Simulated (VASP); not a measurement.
A run of VASP 6.6.1 is set up as follows.

INCAR

```
  ALGO = Normal
  EDIFF = 1E-6
  ENCUT = 520
  GGA = PS
  ISIF = 2
  ISMEAR = 1
  LASPH = True
  LCHARG = False
  LREAL = False
  LWAVE = False
  NBANDS = 12
  NELM = 60
  PREC = Accurate
  SIGMA = 0.05
```

Contents of KPOINTS:

```
k-points
0
Gamma
  11 11 11
```

File POSCAR:

```
In
1.0
   -1.8342336784      1.8342336784      1.8342336784
    1.8342336784     -1.8342336784      1.8342336784
    1.8342336784      1.8342336784     -1.8342336784
In
1
Direct
    0.0000000000      0.0000000000      0.0000000000
```

Potentials or basis: VASP PAW PBE potentials, release 64 (In_d).

Command:

```console
$ cat potpaw_PBE.64/In_d/POTCAR > POTCAR
$ mpirun -np 1 vasp_std > vasp.out
```

(1) Estimate the pressure.

Answers

(1) 2.2 GPa.

Caveat: the PAW data sets were made with another functional, which shifts forces and pressure a little.
